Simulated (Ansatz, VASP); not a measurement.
## One calculation of CdSe, two programs

```
Cd Se
1.0
     0.00000    3.33632    3.33632
     3.33632    0.00000    3.33632
     3.08365    3.08365    0.25267
Cd Se
1 1
Cartesian
  0.0000 0.0000 0.0000
  4.8150 4.8150 5.1940
```

Alike in both runs: task single point; functional PBE; k mesh 10 × 10 × 10; occupations gaussian, width 0.05 eV; no spin polarisation.

|  | VASP | Ansatz |
| --- | --- | --- |
| version | VASP 6.6.1 | Ansatz 0.2.0 |
| potentials or method | VASP PAW PBE potentials, release 64 (Cd, Se), cutoff 520 eV | scalar-relativistic, plane waves, PAW |
| valence electrons in the cell | 18 | 36 |

```csv
,VASP,Ansatz,Ansatz less VASP
gap on the k mesh at the Fermi level (eV),0.50,0.50,+0.004
least direct gap on the mesh (eV),0.54,0.54,+0.001
pressure (GPa),-2.4,-2.6,-0.18
"traceless stress, the component that is largest in VASP (GPa)",2.55,2.48,-0.065
rms of the force components (eV/Å),0.382,0.364,-0.0177
```

Atom by atom the forces differ by 0.018 eV/Å (rms over components). VASP's potentials hold 18 valence electrons a cell and Ansatz's 36, so a difference there can come from the potentials and not from the codes.
